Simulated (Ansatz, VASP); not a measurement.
## Ag: VASP beside Ansatz

```
Ag
1.0
     2.93000    0.00000    0.00000
    -1.46500    2.53745    0.00000
     0.00000    0.00000    4.79000
Ag
2
Direct
  0.33333 0.66667 0.25000
  0.66667 0.33333 0.75000
```

Alike in both runs: task single point; functional PBE; k mesh 15 × 15 × 8; occupations gaussian, width 0.05 eV; no spin polarisation.

```csv
,VASP,Ansatz
version,VASP 6.6.1,Ansatz 0.2.0
potentials or method,"VASP PAW PBE potentials, release 64 (Ag), cutoff 520 eV","scalar-relativistic, plane waves, PAW"
valence electrons in the cell,22,38
```

Ansatz gave:

```
gap on the k mesh at the Fermi level (eV)                     : none
pressure (GPa)                                                : 0.2
traceless stress, the component that is largest in VASP (GPa) : 0.97
```

Question: Estimate VASP's values.

Answer: gap on the k mesh at the Fermi level (eV): none; pressure (GPa): 0.1; traceless stress, the component that is largest in VASP (GPa): 0.95.

A gap of «none» marks a metal or a gap that the smearing closes. With one functional, cell and mesh, what is left measures potentials, basis and numerics. VASP's potentials hold 22 valence electrons a cell and Ansatz's 38, so a difference there can come from the potentials and not from the codes.
